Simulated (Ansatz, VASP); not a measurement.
## Two plane-wave programs on MoS2

INCAR

```
ALGO     = Normal         # electronic algorithm
EDIFF    = 1E-6           # SCF threshold, eV
EDIFFG   = -0.01          # ionic threshold
ENCUT    = 600            # plane-wave cutoff, eV
GGA      = RP             # functional
IBRION   = 2              # ionic algorithm
ISIF     = 3              # what is computed and relaxed
ISMEAR   = -1             # smearing method
LASPH    = T              # aspherical terms in the spheres
LCHARG   = F              # write CHGCAR
LREAL    = F              # projectors in reciprocal space
LWAVE    = F              # write WAVECAR
NELM     = 100            # most SCF steps
NSW      = 60             # ionic steps
PREC     = Accurate       # precision mode
SIGMA    = 0.05           # smearing width, eV
```

File KPOINTS:

```
k-points
0
Gamma
  9 9 4
```

POSCAR

```
MoS2
1.0
    3.2274645616      0.0000000000      0.0000000000
   -1.6137322808      2.7950663001      0.0000000000
    0.0000000000      0.0000000000      6.3124734200
Mo S
1 2
Direct
    0.0000000000      0.0000000000      0.5000000000
    0.6666666667      0.3333333333      0.7446806800
    0.3333333333      0.6666666667      0.2553193200
```

input.yaml

```yaml
crystal:
  lattice:
    - [3.2274645616, 0.0, 0.0]
    - [-1.6137322808, 2.7950663001, 0.0]
    - [0.0, 0.0, 6.31247342]
  atoms:
    - { symbol: Mo, position: [0.0, 0.0, 0.5] }
    - { symbol: S, position: [0.6666666667, 0.3333333333, 0.74468068] }
    - { symbol: S, position: [0.3333333333, 0.6666666667, 0.25531932] }
hamiltonian:
  xc: rpbe
  pseudopotentials: { kind: paw }
kpoints:
  mp_grid: { grid: [9, 9, 4] }
scf:
  occupations: { method: fermi_dirac, width: 0.05 }
output:
  forces: true
  stress: true
relax:
  f_tol: 0.01
  max_steps: 40
  cell: { stress_tol: 0.05 }
```

Alike in both runs: task relaxation of cell and atoms; functional RPBE; k mesh 9 × 9 × 4; occupations fermi-dirac, width 0.05 eV; no spin polarisation.

```csv
,VASP,Ansatz
version,VASP 6.6.1,Ansatz 0.2.0
potentials or method,"VASP PAW PBE potentials, release 64 (Mo_sv, S)",Ansatz PAW
plane-wave cutoff (eV),600,420
valence electrons in the cell,26,26
```

Ansatz gave:

* relaxed volume (Å³/atom): 24.07
* relaxed cell length with the largest relative difference (Å): 8.018

Q: Estimate VASP's values.

A: Relaxed volume (Å³/atom): 23.20; relaxed cell length with the largest relative difference (Å): 7.730.

VASP's potentials were made for PBE, not for RPBE.

Noted on VASP's run: the volume moved by over 15 % at a fixed basis, so the end points are rough. Noted on Ansatz's run: the volume moved by over 15 % at a fixed basis, so the end points are rough; the plane-wave basis is chosen anew once the cell has moved, so the energies of steps on either side of that aren't comparable.
